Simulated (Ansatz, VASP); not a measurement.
# PtS2 in VASP and in Ansatz

Contents of POSCAR:

```
PtS2
1.0
    3.5194194177      0.0000000000      0.0000000000
   -1.7597097089      3.0479066223      0.0000000000
    0.0000000000      0.0000000000      5.0049815314
Pt S
1 2
Direct
    0.0000000000      0.0000000000      0.0000000000
    0.6666666667      0.3333333333      0.7730000000
    0.3333333333      0.6666666667      0.2270000000
```

INCAR.step1

```
  PREC = Accurate
  ENCUT = 520
  ISMEAR = -1
  SIGMA = 0.05
  LREAL = False
  LASPH = True
  NELM = 100
  NBANDS = 18
  GGA = PE
  ALGO = Normal
  EDIFF = 1E-4
  LWAVE = True
  LCHARG = False
```

File INCAR.step2:

```
  PREC = Accurate
  ENCUT = 520
  EDIFF = 1E-6
  ISMEAR = -1
  SIGMA = 0.05
  LREAL = False
  LASPH = True
  NELM = 100
  ALGO = Normal
  ISIF = 2
  LWAVE = False
  LCHARG = True
  METAGGA = R2SCAN
  LMIXTAU = True
  LELF = True
  LVHAR = True
  NBANDS = 18
  ISTART = 1
```

The input KPOINTS:

```
Automatic mesh
0
Gamma
  7 7 5
```

File input.yaml:

```yaml
crystal:
  lattice:
    - [3.5194194177, 0.0, 0.0]
    - [-1.7597097089, 3.0479066223, 0.0]
    - [0.0, 0.0, 5.0049815314]
  atoms:
    - { symbol: Pt, position: [0.0, 0.0, 0.0] }
    - { symbol: S, position: [0.6666666667, 0.3333333333, 0.773] }
    - { symbol: S, position: [0.3333333333, 0.6666666667, 0.227] }
hamiltonian:
  xc: r2scan
  pseudopotentials: { kind: paw }
kpoints:
  mp_grid: { grid: [7, 7, 5] }
scf:
  occupations: { method: fermi_dirac, width: 0.05 }
output:
  forces: true
  stress: true
  eigenvalues: true
```

Alike in both runs: task single point; functional r2SCAN; k mesh 7 × 7 × 5; occupations fermi-dirac, width 0.05 eV; no spin polarisation.

```csv
,VASP,Ansatz
version,VASP 6.6.1,Ansatz 0.2.0
potentials or method,"VASP PAW PBE potentials, release 64 (Pt, S)",Ansatz PAW
plane-wave cutoff (eV),520,500
valence electrons in the cell,22,30
```

Ansatz gave:

| Item | Value |
| --- | --- |
| gap on the k mesh at the Fermi level (eV) | 1.07 |
| least direct gap on the mesh (eV) | 1.37 |
| pressure (GPa) | 13.1 |
| traceless stress, the component that is largest in VASP (GPa) | -0.91 |
| rms of the force components (eV/Å) | 0.728 |

Q: Estimate VASP's values.

A: gap on the k mesh at the Fermi level (eV): 1.07; least direct gap on the mesh (eV): 1.37; pressure (GPa): 13.0; traceless stress, the component that is largest in VASP (GPa): -0.95; rms of the force components (eV/Å): 0.725.

VASP's potentials were made for PBE, not for r2SCAN. Atom by atom the forces differ by 0.003 eV/Å (rms over components). The functional is the same, so the differences come from potentials, cutoffs and numerics. VASP's potentials hold 22 valence electrons a cell and Ansatz's 30, so a difference there can come from the potentials and not from the codes.

Neither program's run includes spin-orbit coupling. Noted on Ansatz's run: odd divisions of the mesh miss points on the zone boundary, where band edges often lie, so the gap on the mesh can be too wide.
